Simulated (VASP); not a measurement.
**Zn: single point with PBEsol**

Zn:

```
CELL_PARAMETERS angstrom
2.58485 0.00000 0.00000
-1.29243 2.23855 0.00000
0.00000 0.00000 5.02090
ATOMIC_POSITIONS crystal
Zn 0.33333 0.66667 0.25000
Zn 0.66667 0.33333 0.75000
```

This cell differs from its parent crystal: strain -0.030 along x and y, +0.015 along z.

```yaml
Program: VASP 6.6.1
Task: single point
Functional: PBEsol
Potentials_or_basis: VASP PAW PBE potentials, release 64 (Zn)
Cutoff: 520 eV
k_mesh: 24 × 24 × 10
Occupations: gaussian, width 0.15 eV
Spin: no spin polarisation
```

```
Pressure               : 0.1 GPa
Band gap on the k mesh : zero (bands 12 and 13 overlap by 5.09 eV)
```

Stress tensor (GPa, compression positive):
```
 0.88  0.00  0.00
 0.00  0.88  0.00
 0.00  0.00 -1.56
```

Levels at points of the mesh, in eV from the Fermi level:
```csv
k point,band 8,band 9,band 10,band 11,band 12,band 13,band 14,band 15,band 16,band 17
"(0.00, 0.00, 0.00)",-7.20,-7.20,-7.02,-7.02,-3.96,-3.39,12.63,16.57,19.12,19.12
"(0.50, 0.00, 0.00)",-7.06,-6.78,-6.77,-2.72,-1.85,2.58,3.73,4.27,5.88,11.21
"(0.00, 0.00, 0.50)",-7.67,-7.10,-7.10,-7.10,-7.10,4.00,4.00,20.38,20.38,20.38
"(0.50, 0.00, 0.50)",-7.07,-6.77,-6.77,-1.82,-1.82,0.53,0.53,9.97,9.97,12.96
```

Run time: 2.2 min on 1 thread of Intel(R) Xeon(R) Platinum 8488C (Sapphire Rapids), on a shared host, peak memory 0.27 GiB.

Caveat: the cell differs from its parent crystal (strain -0.030 along x and y, +0.015 along z); the PAW data sets were made with another functional, which shifts forces and pressure a little.
